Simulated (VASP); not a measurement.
# SiC (Cm) in VASP: further runs, part 2 of 2

VASP 6.6.1.

### Step 4. Single point, PBE

INCAR

```
PREC = Accurate
ENCUT = 520
EDIFF = 1E-6
ISMEAR = 0
SIGMA = 0.05
LREAL = F
LASPH = T
NELM = 60
ALGO = Normal
ISIF = 2
LWAVE = F
LCHARG = F
GGA = PE
NBANDS = 11
```

KPOINTS

```
Automatic mesh
0
Gamma
  12 12 12
```

POSCAR

```
SiC
1.0
    0.0000000000      2.1740000000      2.1740000000
    2.1740000000      0.0000000000      2.1740000000
    2.1740000000      2.1740000000      0.0000000000
Si C
1 1
Direct
    0.0813140273      0.0000000000      0.0000000000
    0.7500000000      0.7500000000      0.7500000000
```

Potentials or basis: VASP PAW PBE potentials, release 64 (Si, C).

Command:

```
$ cat potpaw_PBE.64/Si/POTCAR potpaw_PBE.64/C/POTCAR > POTCAR
$ mpirun -np 1 vasp_std > vasp.out
```

OUTCAR:

```text
PREC = Accurate
   ENCUT = 520
   EDIFF = 1E-6
   ISMEAR = 0
   LREAL = F
   LASPH = T
   NELM = 60
   ISIF = 2
   GGA = PE

 ion  position               nearest neighbor table
   1  0.081  0.000  0.000-   2 1.68   2 1.90   2 1.90   2 2.09
   2  0.750  0.750  0.750-   1 1.68   1 1.90   1 1.90   1 2.09

  LATTYP: Found a face centered cubic cell.
 ALAT       =     4.3480000000

  Lattice vectors:

 A1 = (   0.0000000000,   2.1740000000,   2.1740000000)
 A2 = (   2.1740000000,   0.0000000000,   2.1740000000)
 A3 = (   2.1740000000,   2.1740000000,   0.0000000000)

Analysis of symmetry for initial positions (statically):
=====================================================================
 Subroutine PRICEL returns:
 Original cell was already a primitive cell.

 Routine SETGRP: Setting up the symmetry group for a
 face centered cubic supercell.

 Subroutine GETGRP returns: Found  2 space group operations
 (whereof  2 operations were pure point group operations)
 out of a pool of 48 trial point group operations.

The static configuration has the point symmetry C_1h.

Analysis of symmetry for dynamics (positions and initial velocities):
=====================================================================
 Subroutine PRICEL returns:
 Original cell was already a primitive cell.

 Routine SETGRP: Setting up the symmetry group for a
 face centered cubic supercell.

 Subroutine GETGRP returns: Found  2 space group operations
 (whereof  2 operations were pure point group operations)
 out of a pool of 48 trial point group operations.

The dynamic configuration has the point symmetry C_1h.

 Subroutine INISYM returns: Found  2 space group operations
 (whereof  2 operations are pure point group operations),
 and found     1 'primitive' translations

----------------------------------------------------------------------------------------

                                     Primitive cell

  volume of cell :      20.5498

  direct lattice vectors                    reciprocal lattice vectors
     0.000000000  2.174000000  2.174000000    -0.229990800  0.229990800  0.229990800
     2.174000000  0.000000000  2.174000000     0.229990800 -0.229990800  0.229990800
     2.174000000  2.174000000  0.000000000     0.229990800  0.229990800 -0.229990800

  length of vectors
     3.074500285  3.074500285  3.074500285     0.398355752  0.398355752  0.398355752

  position of ions in fractional coordinates (direct lattice)
     0.081314027  0.000000000  0.000000000
     0.750000000  0.750000000  0.750000000

  ion indices of the primitive-cell ions
   primitive index   ion index
                 1           1
                 2           2

----------------------------------------------------------------------------------------

 KPOINTS: Automatic mesh

Automatic generation of k-mesh.
 Grid dimensions read from file:
 generate k-points for:   12   12   12

 Generating k-lattice:

  Cartesian coordinates                     Fractional coordinates (reciprocal lattice)
    -0.019165900  0.019165900  0.019165900     0.083333333  0.000000000  0.000000000
     0.019165900 -0.019165900  0.019165900     0.000000000  0.083333333  0.000000000
     0.019165900  0.019165900 -0.019165900     0.000000000  0.000000000  0.083333333

  Length of vectors
     0.033196313  0.033196313  0.033196313

  Shift w.r.t. Gamma in fractional coordinates (k-lattice)
     0.000000000  0.000000000  0.000000000

 Subroutine IBZKPT returns following result:
 ===========================================

 Found    476 irreducible k-points:

 Following reciprocal coordinates:
            Coordinates               Weight
  0.000000  0.000000  0.000000      1.000000
  0.083333  0.000000  0.000000      2.000000
  0.000000  0.083333  0.000000      4.000000
  0.083333  0.083333  0.083333      2.000000
  0.166667  0.000000  0.000000      2.000000
  0.000000  0.166667  0.000000      4.000000
[... 16 lines left out ...]
  0.000000  0.166667  0.083333      4.000000
  0.083333  0.000000  0.166667      4.000000
 [... further k-points ...]
   k-points           NKPTS =    476   k-points in BZ     NKDIM =    476   number of bands    NBANDS=     11
   number of dos      NEDOS =    301   number of ions     NIONS =      2
   total plane-waves  NPLWV =  13824
   dimension x,y,z NGX =    24 NGY =   24 NGZ =   24
   dimension x,y,z NGXF=    48 NGYF=   48 NGZF=   48
   ions per type =               1   1
   NGX,Y,Z   is equivalent  to a cutoff of  12.98, 12.98, 12.98 a.u.
   NGXF,Y,Z  is equivalent  to a cutoff of  25.95, 25.95, 25.95 a.u.
 SYSTEM =  unknown system
   PREC   = accura    normal or accurate (medium, high low for compatibility)
   ISTART =      0    job   : 0-new  1-cont  2-samecut
   ICHARG =      2    charge: 1-file 2-atom 10-const
   ISPIN  =      1    spin polarized calculation?
   LNONCOLLINEAR =      F non collinear calculations
   LSORBIT =      F    spin-orbit coupling
   LASPH  =      T    aspherical Exc in radial PAW
   ENCUT  =  520.0 eV  38.22 Ry    6.18 a.u.   5.72  5.72  5.72*2*pi/ulx,y,z
   NELM   =     60;   NELMIN=  2; NELMDL= -5     # of ELM steps
   EDIFF  = 0.1E-05   stopping-criterion for ELM
   LREAL  =      F    real-space projection
   EDIFFG = 0.1E-04   stopping-criterion for IOM
   NSW    =      0    number of steps for IOM
   IBRION =     -1    ionic relax: 0-MD 1-quasi-New 2-CG
   NFREE  =      0    steps in history (QN), initial steepest desc. (CG)
   ISIF   =      2    stress and relaxation
   ISYM   =      2    0-nonsym 1-usesym 2-fastsym
   POTIM  = 0.5000    time-step for ionic-motion
   TEBEG  =    0.0;   TEEND  =   0.0 temperature during run
   PSTRESS=    0.0 pullay stress
   NELECT =       8.0000    total number of electrons
   NUPDOWN=      -1.0000    fix difference up-down
   EMIN   =  10.00;   EMAX   =-10.00  energy-range for DOS
   EFERMI =   0.00;   METHOD = LEGACY
   ISMEAR =     0;   SIGMA  =   0.05  broadening in eV -4-tet -1-fermi 0-gaus
   EFERMI_NEDOS =   21; number of points for ismear=-14 and -15
   IALGO  =     38    algorithm
   IMIX   =      4    mixing-type and parameters
     AMIX     =   0.40;   BMIX     =  1.00
     AMIX_MAG =   1.60;   BMIX_MAG =  1.00
  volume/ion in A,a.u.               =      10.27        69.34
  Fermi-wavevector in a.u.,A,eV,Ry     =   1.195369  2.258920 19.441458  1.428907
  Thomas-Fermi vector in A             =   2.331336
   LORBIT       =      0    0 simple, 1 ext, 2 COOP (PROOUT), +10 PAW based schemes
   GGA     = PE    functional components
   LHFCALC =     F    Hartree Fock is set to
   AEXX    =    0.0000 exact exchange contribution
   IVDW    =     0    specifies the selected vdW correction
   LEPSILON=     F    determine dielectric tensor
   LRPA    =     F    only Hartree local field effects (RPA)
 non-spin polarized calculation
 Gauss-broadening in eV      SIGMA  =   0.05
  energy-cutoff  :      520.00
  volume of cell :       20.55
 maximum number of plane-waves:       568
   NGX = 11   NGY = 11   NGZ = 11

 number of electron       8.0000001 magnetization

 Free energy of the ion-electron system (eV)
  ---------------------------------------------------
  ext. energy  EPLUGINS =         0.00000000
  ---------------------------------------------------
  free energy    TOTEN  =       -14.42994527 eV

  energy without entropy =      -14.42994494  energy(sigma->0) =      -14.42994510

 E-fermi :   9.2328     XC(G=0): -11.3871

 val. band max:        9.1257288321   @ k =   0.0000   0.0000   0.0000
 cond. band min:       9.3398700776   @ k =   0.0000   0.5000   0.5000
 fundamental gap:      0.2141412455
 Fermi energy:         9.2327753499

 k-point     1 :       0.0000    0.0000    0.0000
  band No.  band energies     occupation
      1      -7.3148      2.00000
      2       6.9387      2.00000
      3       8.1955      2.00000
      4       9.1257      1.99754
      5      14.1997      0.00000
      6      15.3678      0.00000
      7      15.4130      0.00000
      8      16.2052      0.00000
      9      22.6027      0.00000
     10      22.6151      0.00000
     11      24.0275      0.00000
[... 309 lines left out ...]
 k-point    24 :       0.0833    0.0000    0.1667
  band No.  band energies     occupation
      1      -6.8223      2.00000
      2       6.1658      2.00000
      3       6.9080      2.00000
      4       8.2883      2.00000
      5      14.3532      0.00000
      6      15.2405      0.00000
      7      16.2881      0.00000
      8      17.1757      0.00000
      9      20.1366      0.00000
     10      22.7302      0.00000
     11      24.9686      0.00000

 [... further k-points ...]
[... 5 lines left out ...]
  --------------------------------------------------------------------------------------
  -------------------------------------------------------------------------------------
  Total        2.2285575      1.3156122      1.3156122     -1.7797546      1.1859580     -1.7797547
  in kB      173.7503981    102.5722427    102.5722427   -138.7593009     92.4636991   -138.7593038
  external PRESSURE =     126.2982945 kB  Pullay stress =       0.0000000 kB

 VOLUME and BASIS-vectors are now :
 -----------------------------------------------------------------------------
  energy-cutoff  :      520.00
  volume of cell :       20.55
      direct lattice vectors                 reciprocal lattice vectors
     0.000000000  2.174000000  2.174000000    -0.229990800  0.229990800  0.229990800
     2.174000000  0.000000000  2.174000000     0.229990800 -0.229990800  0.229990800
     2.174000000  2.174000000  0.000000000     0.229990800  0.229990800 -0.229990800

 POSITION                                       TOTAL-FORCE (eV/Angst)
 -----------------------------------------------------------------------------------
      0.00000      0.17678      0.17678         2.261589     -3.615691     -3.615691
      3.26100      3.26100      3.26100        -2.261589      3.615691      3.615691
 -----------------------------------------------------------------------------------
    total drift:                               -0.000049      0.000114      0.000114

  FREE ENERGIE OF THE ION-ELECTRON SYSTEM (eV)
  ---------------------------------------------------
  free  energy   TOTEN  =       -14.4299452710 eV

  energy  without entropy=      -14.4299449370  energy(sigma->0) =      -14.42994510
```

Wall time 34 s (1 thread of Intel Xeon Platinum 8488C (Sapphire Rapids), shared host); peak memory 0.22 GiB.

What came out:

```yaml
Free_energy: -14.4299 eV
Pressure: 12.6 GPa
Largest_force: 5.591 eV/Å
Band_gap_on_the_k_mesh: 0.21 eV, indirect (least direct gap 4.00 eV)
```

Forces in eV/Å, atoms in the order of the input:
```
Si   2.262 -3.616 -3.616
C   -2.262  3.616  3.616
```

Caveat: the cell differs from its parent crystal (all Si atoms moved -0.250 Å, as atom 1 towards its neighbour atom 1 (Si) at 3.075 Å); forces of over 1 eV/Å act on the atoms, so gaps and moduli don't describe the material at rest. A k mesh can miss the band edges.
